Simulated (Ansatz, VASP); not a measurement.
# CuO: VASP beside Ansatz

Contents of INCAR:

```
PREC = Accurate
ENCUT = 600
EDIFF = 1E-6
ISMEAR = -1
SIGMA = 0.05
LREAL = F
LASPH = T
NELM = 80
ALGO = Normal
ISIF = 3
LWAVE = F
LCHARG = F
GGA = RP
IVDW = 13
IBRION = 2
NSW = 60
EDIFFG = -0.01
```

KPOINTS

```
Automatic mesh
0
Gamma
  10 10 5
```

Contents of POSCAR:

```
CuO
1.0
    2.3418500000     -1.7113000000      0.0000000000
    2.3418500000      1.7113000000      0.0000000000
   -0.8500274268      0.0000000000      5.0578693947
Cu O
2 2
Direct
    0.5000000000      0.0000000000      0.5000000000
    0.0000000000      0.5000000000      0.0000000000
    0.4184000000      0.5816000000      0.7500000000
    0.5816000000      0.4184000000      0.2500000000
```

Contents of input.yaml:

```yaml
crystal:
  lattice:
    - [2.34185, -1.7113, 0.0]
    - [2.34185, 1.7113, 0.0]
    - [-0.8500274268, 0.0, 5.0578693947]
  atoms:
    - { symbol: Cu, position: [0.5, 0.0, 0.5] }
    - { symbol: Cu, position: [0.0, 0.5, 0.0] }
    - { symbol: O, position: [0.4184, 0.5816, 0.75] }
    - { symbol: O, position: [0.5816, 0.4184, 0.25] }
hamiltonian:
  xc: rpbe
  pseudopotentials: { kind: paw }
  dispersion: d4
kpoints:
  mp_grid: { grid: [10, 10, 5] }
scf:
  occupations: { method: fermi_dirac, width: 0.05 }
output:
  forces: true
  stress: true
relax:
  f_tol: 0.01
  max_steps: 40
  cell: { stress_tol: 0.05 }
```

Alike in both runs: task relaxation of cell and atoms; functional RPBE; dispersion D4; k mesh 10 × 10 × 5; occupations fermi-dirac, width 0.05 eV; no spin polarisation.

```csv
,VASP,Ansatz
version,VASP 6.6.1,Ansatz 0.2.0
potentials or method,"VASP PAW PBE potentials, release 64 (Cu, O)",Ansatz PAW
plane-wave cutoff (eV),600,420
valence electrons in the cell,34,50
```

Ansatz gave:

- relaxed volume (Å³/atom): 10.88
- relaxed length of the cell vector where the two differ most in proportion (Å): 2.901

Q: What did VASP give for the same quantities?

A: Relaxed volume (Å³/atom): 10.70; relaxed length of the cell vector where the two differ most in proportion (Å): 2.905.

VASP's potentials were made for PBE, not for RPBE. VASP's potentials hold 34 valence electrons a cell and Ansatz's 50, so a difference there can come from the potentials and not from the codes.

Noted on Ansatz's run: the plane-wave basis is chosen anew once the cell has moved, so the energies of steps on either side of that aren't comparable.
